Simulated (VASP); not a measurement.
# TiO2 (C2/m) in VASP: settings compared, part 2 of 2

VASP 6.6.1. The steps go on from the part before.

### 5 Single point, RPBE+D3(BJ)

This run uses another cell than the first one, of 11.52 Å³/atom.

Input file INCAR:

```
SYSTEM = TiO2
  PREC = Accurate
  ENCUT = 520
  EDIFF = 1E-6
  ISMEAR = -1
  SIGMA = 0.05
  LREAL = .False.
  LASPH = .True.
  NELM = 60
  ALGO = Normal
  ISIF = 2
  LWAVE = .False.
  LCHARG = .False.
  GGA = RP
  IVDW = 12
  NBANDS = 60
```

Input file KPOINTS:

```
Automatic mesh
0
Gamma
  8 8 4
  0 0 0
```

Input file POSCAR:

```
TiO2
1.0
    6.0202559601     -1.8695708847      0.0176636746
    6.0202559601      1.8695708847      0.0176636746
   -1.8683805486      0.0000000000      6.1342071951
Ti O
4 8
Direct
    0.8982578727      0.8982578727      0.2957157096
    0.1988899435      0.1988899435      0.2901531672
    0.1017421273      0.1017421273      0.7042842904
    0.8011100565      0.8011100565      0.7098468328
    0.3659909974      0.3659909974      0.3027847927
    0.2646921327      0.2646921327      0.6494764137
    0.8619705175      0.8619705175      0.9957010063
    0.7353078673      0.7353078673      0.3505235863
    0.9414978210      0.9414978210      0.6333010337
    0.1380294825      0.1380294825      0.0042989937
    0.6340090026      0.6340090026      0.6972152073
    0.0585021790      0.0585021790      0.3666989663
```

Potentials or basis: VASP PAW PBE potentials, release 64 (Ti_sv, O).

Started as:

```sh
> cat potpaw_PBE.64/Ti_sv/POTCAR potpaw_PBE.64/O/POTCAR > POTCAR
> mpirun -np 1 vasp_std > vasp.out
```

OUTCAR:

```text
SYSTEM = TiO2
   PREC = Accurate
   ENCUT = 520
   EDIFF = 1E-6
   ISMEAR = -1
   LREAL = .False.
   LASPH = .True.
   NELM = 60
   ISIF = 2
   GGA = RP
   IVDW = 12
 IVDW          = 12

 ion  position               nearest neighbor table
   1  0.898  0.898  0.296-   7 1.85  12 1.85   5 1.91   5 1.91   9 2.08   8 2.09
   2  0.199  0.199  0.290-  10 1.77  12 1.89   8 1.93   8 1.93   5 1.99   6 2.21
   3  0.102  0.102  0.704-  10 1.85   9 1.85  11 1.91  11 1.91  12 2.08   6 2.09
   4  0.801  0.801  0.710-   7 1.77   9 1.89   6 1.93   6 1.93  11 1.99   8 2.21
   5  0.366  0.366  0.303-   1 1.91   1 1.91   2 1.99
[... 1749 lines left out ...]
 -----------------------------------------------------------------------------
  energy-cutoff  :      520.00
  volume of cell :      138.21
      direct lattice vectors                 reciprocal lattice vectors
     6.020255960 -1.869570885  0.017663675     0.082978792 -0.267441050  0.025274001
     6.020255960  1.869570885  0.017663675     0.082978792  0.267441050  0.025274001
    -1.868380549  0.000000000  6.134207195    -0.000477881  0.000000000  0.162874697

 POSITION                                       TOTAL-FORCE (eV/Angst)
 -----------------------------------------------------------------------------------
     10.26298      0.00000      1.84571         0.003011      0.000000      0.004542
      1.85262      0.00000      1.78689        -0.012320      0.000000      0.035811
     -0.09084      0.00000      4.32382        -0.003011      0.000000     -0.004542
      8.31951      0.00000      4.38265         0.012320      0.000000     -0.035811
      3.84100      0.00000      1.87027         0.018037      0.000000      0.000442
      1.97356      0.00000      3.99337         0.013912      0.000000     -0.004828
      8.51822      0.00000      6.13829         0.006691      0.000000      0.025937
      8.19857      0.00000      2.17616        -0.013912      0.000000      0.004828
     10.15287      0.00000      3.91806        -0.011273      0.000000      0.008377
      1.65391      0.00000      0.03125        -0.006691      0.000000     -0.025937
      6.33113      0.00000      4.29926        -0.018037      0.000000     -0.000442
      0.01926      0.00000      2.25147         0.011273      0.000000     -0.008377
 -----------------------------------------------------------------------------------
    total drift:                                0.000000     -0.000000      0.000000

  FREE ENERGIE OF THE ION-ELECTRON SYSTEM (eV)
  ---------------------------------------------------
  free  energy   TOTEN  =      -113.8919046767 eV

  energy  without entropy=     -113.8919046767  energy(sigma->0) =     -113.89190468
```

stdout:

```text
POSCAR found type information on POSCAR TiO
 POSCAR found :  2 types and      12 ions
 scaLAPACK will be used
 -----------------------------------------------------------------------------
|                                                                             |
|                                                                             |
|     You enforced a specific xc type in the INCAR file but a different       |
|     I HOPE YOU KNOW WHAT YOU ARE DOING!                                     |
|                                                                             |
 -----------------------------------------------------------------------------

 LDA part: xc-table for (Slater+PW92), standard interpolation
 POSCAR, INCAR and KPOINTS ok, starting setup
 FFT: planning ... GRIDC
 FFT: planning ... GRID_SOFT
 FFT: planning ... GRID
 WAVECAR not read
 entering main loop
```

Wall time 13 min (1 thread of Intel Xeon Platinum 8488C (Sapphire Rapids), shared host); peak memory 0.63 GiB.

What came out:

```yaml
Free_energy: -113.8919 eV
Pressure: 0.5 GPa
Largest_force: 0.038 eV/Å
Band_gap_on_the_k_mesh: 2.83 eV (least direct gap 3.02 eV)
Dispersion_energy_per_atom: -0.950 eV
```

Forces on the atoms (eV/Å):
```
Ti   0.003  0.000  0.005
Ti  -0.012  0.000  0.036
Ti  -0.003  0.000 -0.005
Ti   0.012  0.000 -0.036
O    0.018  0.000  0.000
O    0.014  0.000 -0.005
O    0.007  0.000  0.026
O   -0.014  0.000  0.005
O   -0.011  0.000  0.008
O   -0.007  0.000 -0.026
O   -0.018  0.000  0.000
O    0.011  0.000 -0.008
```

Caveat: the PAW data sets were made with another functional, which shifts forces and pressure a little. A k mesh can miss the band edges.

### 6 Single point, b88 exchange, pbe correlation

This run uses another cell than the first one, of 11.74 Å³/atom.

Input file INCAR:

```
SYSTEM = TiO2
  PREC = Accurate
  ENCUT = 600
  EDIFF = 1E-6
  ISMEAR = -1
  SIGMA = 0.05
  LREAL = .False.
  LASPH = .True.
  NELM = 120
  ALGO = Normal
  ISIF = 2
  LWAVE = .False.
  LCHARG = .False.
  GGA = LIBXC
  LIBXC1 = GGA_X_B88
  LIBXC2 = GGA_C_PBE
  NBANDS = 60
  GGA_COMPAT = .False.
```

Input file KPOINTS:

```
regular mesh
0
Gamma
  8 8 4
  0 0 0
```

Input file POSCAR:

```
TiO2
1.0
    6.0704105496     -1.8580131025      0.0000000000
    6.0704105496      1.8580131025      0.0000000000
   -1.9022644521      0.0000000000      6.2434298064
Ti O
4 8
Direct
    0.9000710000      0.9000710000      0.2896020000
    0.1952860000      0.1952860000      0.2837620000
    0.0999290000      0.0999290000      0.7103980000
    0.8047140000      0.8047140000      0.7162380000
    0.3619310000      0.3619310000      0.2933970000
    0.2634885000      0.2634885000      0.6525000000
    0.8671885000      0.8671885000      0.9952910000
    0.7365115000      0.7365115000      0.3475000000
    0.9416475000      0.9416475000      0.6300210000
    0.1328115000      0.1328115000      0.0047090000
    0.6380690000      0.6380690000      0.7066030000
    0.0583525000      0.0583525000      0.3699790000
```

Potentials or basis: VASP PAW PBE potentials, release 64 (Ti_sv, O).

Started as:

```sh
> cat potpaw_PBE.64/Ti_sv/POTCAR potpaw_PBE.64/O/POTCAR > POTCAR
> mpirun -np 1 vasp_std > vasp.out
```

OUTCAR:

```text
SYSTEM = TiO2
   PREC = Accurate
   ENCUT = 600
   EDIFF = 1E-6
   ISMEAR = -1
   LREAL = .False.
   LASPH = .True.
   NELM = 120
   ISIF = 2
   GGA = LIBXC

 ion  position               nearest neighbor table
   1  0.900  0.900  0.290-  12 1.84   7 1.84   5 1.92   5 1.92   8 2.13   9 2.13
   2  0.195  0.195  0.284-  10 1.76  12 1.90   8 1.94   8 1.94   5 2.01   6 2.31
   3  0.100  0.100  0.710-   9 1.84  10 1.84  11 1.92  11 1.92   6 2.13  12 2.13
   4  0.805  0.805  0.716-   7 1.76   9 1.90   6 1.94   6 1.94  11 2.01   8 2.31
   5  0.362  0.362  0.293-   1 1.92   1 1.92   2 2.01
   6  0.263  0.263  0.653-   4 1.94   4 1.94   3 2.13   2 2.31
   7  0.867  0.867  0.995-   4 1.76   1 1.84
   8  0.737  0.737  0.347-   2 1.94   2 1.94   1 2.13   4 2.31
   9  0.942  0.942  0.630-   3 1.84   4 1.90   1 2.13
  10  0.133  0.133  0.005-   2 1.76   3 1.84
  11  0.638  0.638  0.707-   3 1.92   3 1.92   4 2.01
  12  0.058  0.058  0.370-   1 1.84   2 1.90   3 2.13

  LATTYP: Found a base centered monoclinic cell.
 ALAT       =    12.1408210992
 B/A-ratio  =     0.3060770087
 C/A-ratio  =     0.5375907333
 COS(beta)  =    -0.2914546970

  Lattice vectors:

 A1 = (   6.0704105496,  -1.8580131025,   0.0000000000)
 A2 = (   6.0704105496,   1.8580131025,   0.0000000000)
 A3 = (  -1.9022644521,   0.0000000000,   6.2434298064)

Analysis of symmetry for initial positions (statically):
=====================================================================
 Subroutine PRICEL returns:
 Original cell was already a primitive cell.

 Routine SETGRP: Setting up the symmetry group for a
 base centered monoclinic supercell.

 Subroutine GETGRP returns: Found  4 space group operations
 (whereof  4 operations were pure point group operations)
 out of a pool of  4 trial point group operations.

The static configuration has the point symmetry C_2h.

Analysis of symmetry for dynamics (positions and initial velocities):
=====================================================================
 Subroutine PRICEL returns:
[... 155 lines left out ...]
   LHFCALC =     F    Hartree Fock is set to
   AEXX    =    0.0000 exact exchange contribution
   IVDW    =     0    specifies the selected vdW correction
   LEPSILON=     F    determine dielectric tensor
   LRPA    =     F    only Hartree local field effects (RPA)
 non-spin polarized calculation
  energy-cutoff  :      600.00
  volume of cell :      140.84
 maximum number of plane-waves:      4732
 NGX is ok and might be reduce to    54
   NGX = 25   NGY = 25   NGZ = 27

 number of electron      95.9999999 magnetization

 Free energy of the ion-electron system (eV)
  ---------------------------------------------------
  ext. energy  EPLUGINS =         0.00000000
  ---------------------------------------------------
  free energy    TOTEN  =      -106.13249434 eV

  energy without entropy =     -106.13249434  energy(sigma->0) =     -106.13249434

 E-fermi :   4.1071     XC(G=0): -10.4503

 val. band max:        2.7910044941   @ k =  -0.3750   0.2500   0.5000
 cond. band min:       5.6571052980   @ k =   0.0000   0.0000   0.0000
 fundamental gap:      2.8661008039
 Fermi energy:         4.1070620154

 k-point     1 :       0.0000    0.0000    0.0000
  band No.  band energies     occupation
      1     -53.1983      2.00000
      2     -53.1839      2.00000
      3     -53.1000      2.00000
      4     -53.0927      2.00000
      5     -29.6748      2.00000
      6     -29.6202      2.00000
[... 1501 lines left out ...]
     59       7.6084      0.00000
     60       7.6591      0.00000

 [... further k-points ...]
[... 5 lines left out ...]
  --------------------------------------------------------------------------------------
  -------------------------------------------------------------------------------------
  Total        6.5608962      6.3749834      6.8950060      0.0000000      0.0000000      0.1554615
  in kB       74.6369156     72.5219673     78.4377569      0.0000000      0.0000000      1.7685344
  external PRESSURE =      75.1988799 kB  Pullay stress =       0.0000000 kB

 VOLUME and BASIS-vectors are now :
 -----------------------------------------------------------------------------
  energy-cutoff  :      600.00
  volume of cell :      140.84
      direct lattice vectors                 reciprocal lattice vectors
     6.070410550 -1.858013102  0.000000000     0.082366752 -0.269104668  0.025095716
     6.070410550  1.858013102  0.000000000     0.082366752  0.269104668  0.025095716
    -1.902264452  0.000000000  6.243429806     0.000000000  0.000000000  0.160168374

 POSITION                                       TOTAL-FORCE (eV/Angst)
 -----------------------------------------------------------------------------------
     10.37670      0.00000      1.80811        -0.130629      0.000000      0.077832
      1.83114      0.00000      1.77165        -0.027221      0.000000      0.198132
     -0.13814      0.00000      4.43532         0.130629      0.000000     -0.077832
      8.40741      0.00000      4.47178         0.027221      0.000000     -0.198132
      3.83602      0.00000      1.83180         0.129271      0.000000     -0.004395
      1.95774      0.00000      4.07384         0.104799      0.000000     -0.015944
      8.63507      0.00000      6.21403         0.107021      0.000000      0.160948
      8.28082      0.00000      2.16959        -0.104799      0.000000      0.015944
     10.23391      0.00000      3.93349        -0.112403      0.000000      0.001934
      1.60348      0.00000      0.02940        -0.107021      0.000000     -0.160948
      6.40254      0.00000      4.41163        -0.129271      0.000000      0.004395
      0.00465      0.00000      2.30994         0.112403      0.000000     -0.001934
 -----------------------------------------------------------------------------------
    total drift:                               -0.000000     -0.000000      0.000000

  FREE ENERGIE OF THE ION-ELECTRON SYSTEM (eV)
  ---------------------------------------------------
  free  energy   TOTEN  =      -106.1324943386 eV

  energy  without entropy=     -106.1324943386  energy(sigma->0) =     -106.13249434
```

OSZICAR:

```text
N       E                     dE             d eps       ncg     rms          rms(c)
DAV:   1     0.161654436229E+04    0.16165E+04   -0.52179E+04  9464   0.206E+03
DAV:   2     0.206018020125E+03   -0.14105E+04   -0.13386E+04  9444   0.617E+02
DAV:   3    -0.113033191089E+03   -0.31905E+03   -0.30728E+03 11920   0.252E+02
[... 11 lines left out ...]
DAV:  15    -0.106132467773E+03   -0.64518E-04   -0.15226E-04 12416   0.762E-02    0.152E-02
DAV:  16    -0.106132488037E+03   -0.20264E-04   -0.61126E-05 11680   0.378E-02    0.863E-03
DAV:  17    -0.106132490949E+03   -0.29117E-05   -0.75829E-06 10688   0.169E-02    0.684E-03
DAV:  18    -0.106132494019E+03   -0.30705E-05   -0.90305E-06  9340   0.174E-02    0.460E-03
DAV:  19    -0.106132494339E+03   -0.31933E-06   -0.17592E-06  6604   0.959E-03
   1 F= -.10613249E+03 E0= -.10613249E+03  d E =-.218039E-11
```

stdout:

```text
POSCAR found type information on POSCAR TiO
 POSCAR found :  2 types and      12 ions
 scaLAPACK will be used
 -----------------------------------------------------------------------------
|                                                                             |
|                                                                             |
|     You enforced a specific xc type in the INCAR file but a different       |
|     I HOPE YOU KNOW WHAT YOU ARE DOING!                                     |
|                                                                             |
 -----------------------------------------------------------------------------

 LDA part: xc-table for (None,None), standard interpolation
 POSCAR, INCAR and KPOINTS ok, starting setup
 FFT: planning ... GRIDC
 FFT: planning ... GRID_SOFT
 FFT: planning ... GRID
 WAVECAR not read
 entering main loop
```

It took 29 min on 1 thread of Intel Xeon Platinum 8488C (Sapphire Rapids), shared host; peak memory 0.77 GiB.

Results:

```yaml
Free_energy: -106.1325 eV
Pressure: 7.5 GPa
Largest_force: 0.200 eV/Å
Band_gap_on_the_k_mesh: 2.87 eV (least direct gap 3.04 eV)
```

Forces in eV/Å, atoms in the order of the input:
```
Ti  -0.131  0.000  0.078
Ti  -0.027  0.000  0.198
Ti   0.131  0.000 -0.078
Ti   0.027  0.000 -0.198
O    0.129  0.000 -0.004
O    0.105  0.000 -0.016
O    0.107  0.000  0.161
O   -0.105  0.000  0.016
O   -0.112  0.000  0.002
O   -0.107  0.000 -0.161
O   -0.129  0.000  0.004
O    0.112  0.000 -0.002
```

Stress tensor (GPa, compression positive):
```
7.46 0.00 0.18
0.00 7.25 0.00
0.18 0.00 7.84
```

Levels at points of the mesh, in eV from the valence-band top:
```
           k point  band 46  band 47  band 48  band 49  band 50  band 51
(0.00, 0.00, 0.00)    -0.74    -0.34    -0.18     2.87     3.23     3.49
(0.50, 0.00, 0.00)    -0.46    -0.21    -0.13     3.27     3.32     3.78
(0.50, 0.50, 0.00)    -0.60    -0.39    -0.12     3.02     3.07     3.60
(0.00, 0.00, 0.50)    -0.62    -0.60    -0.43     2.99     3.26     3.44
(0.50, 0.00, 0.50)    -0.51    -0.10    -0.01     3.31     3.37     3.62
(0.50, 0.50, 0.50)    -0.37    -0.22    -0.19     3.14     3.25     3.40
```

Caveat: the cell stands under pressure; the PAW data sets were made with another functional, which shifts forces and pressure a little. A k mesh can miss the band edges.

### 7 Summary

| level | potentials or basis | U | cell | k mesh | cutoff (eV) | gap on the mesh (eV) | pressure (GPa) | largest force (eV/Å) |
| --- | --- | --- | --- | --- | --- | --- | --- | --- |
| LDA+U | VASP PAW LDA potentials, release 64 (Ti_sv, O) | Ti d U = 3.0 eV | a = 6.435, b = 6.435, c = 6.616 Å, angles 106.2, 106.2, 34.0°, 12 atoms, atomic positions A | 8 × 8 × 4 | 600 | 3.03 | -5.9 | 0.39 |
| b88 exchange, pbe correlation | VASP PAW PBE potentials, release 64 (Ti_sv, O) | - | a = 6.304, b = 6.304, c = 6.481 Å, angles 106.2, 106.2, 34.0°, 12 atoms, atomic positions A | 8 × 8 × 4 | 600 | 2.94 | 12.5 | 0.36 |
| PBEsol | VASP PAW PBE potentials, release 64 (Ti_sv, O) | - | a = 6.256, b = 6.256, c = 6.435 Å, angles 106.4, 106.4, 34.2°, 12 atoms, atomic positions B | 6 × 6 × 3 | 520 | 2.97 | 10.7 | 0.08 |
| RPBE+D3(BJ) | VASP PAW PBE potentials, release 64 (Ti_sv, O) | - | a = 6.304, b = 6.304, c = 6.412 Å, angles 106.0, 106.0, 34.5°, 12 atoms, atomic positions C | 8 × 8 × 4 | 520 | 2.83 | 0.5 | 0.04 |
| b88 exchange, pbe correlation | VASP PAW PBE potentials, release 64 (Ti_sv, O) | - | a = 6.348, b = 6.348, c = 6.527 Å, angles 106.2, 106.2, 34.0°, 12 atoms, atomic positions A | 8 × 8 × 4 | 600 | 2.87 | 7.5 | 0.20 |

Alike in all rows: task single point; no spin polarisation; smearing fermi-dirac 0.05 eV.

Caveats: the PAW data sets were made with another functional, which shifts forces and pressure a little (at least some runs); the cell stands under pressure (at least some runs); the cell stands under tension (at least some runs).

Absolute energies hang on the potentials; compare differences alone.
